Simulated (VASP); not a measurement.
Write the native input for VASP 6.6.1 that does the following.

```yaml
Task: single point
Functional: PBE
Potentials_or_basis: VASP PAW PBE potentials, release 64 (Be, Cd, F)
Cutoff: 520 eV
k_mesh: 12 × 12 × 8
Occupations: gaussian, width 0.1 eV
Spin: no spin polarisation
Dipole_correction: no
Further_INCAR_settings: ALGO = Normal; EDIFF = 1e-06; NBANDS = 25
```

The structure of Be3CdF2 lies in POSCAR:

```
Be3CdF2
1.0
    4.2560073118      0.0000000000      0.0000000000
   -2.1280036559      3.6858104508      0.0000000000
    0.0000000000      0.0000000000      4.7826282565
Be Cd F
3 1 2
Direct
    0.5000000000      0.0000000000      0.5000000000
    0.5000000000      0.5000000000      0.5000000000
    0.0000000000      0.5000000000      0.5000000000
    0.0000000000      0.0000000000      0.0000000000
    0.3333333333      0.6666666667      0.0000000000
    0.6666666667      0.3333333333      0.0000000000
```

One way to write it, as run:

INCAR

```
  PREC = Accurate
  ENCUT = 520
  EDIFF = 1E-6
  ISMEAR = 0
  SIGMA = 0.1
  LREAL = F
  LASPH = T
  NELM = 100
  ALGO = Normal
  ISIF = 2
  LWAVE = F
  LCHARG = F
  GGA = PE
  NBANDS = 25
```

KPOINTS

```
regular mesh
0
Gamma
  12 12 8
```

Potentials or basis: VASP PAW PBE potentials, release 64 (Be, Cd, F).

Command:

```sh
$ cat potpaw_PBE.64/Be/POTCAR potpaw_PBE.64/Cd/POTCAR potpaw_PBE.64/F/POTCAR > POTCAR
$ mpirun -np 1 vasp_std > vasp.out
```

Results of the run:

The pressure is 0.2 GPa. The band gap on the k mesh is zero (band 16 reaches 3.88 eV, above the bottom of band 17 at 2.16 eV).

Run time: 120 s on 1 thread of Intel(R) Xeon(R) Platinum 8259CL CPU @ 2.50GHz (Skylake/Cascade Lake) (shared host), peak memory 0.3 GiB.
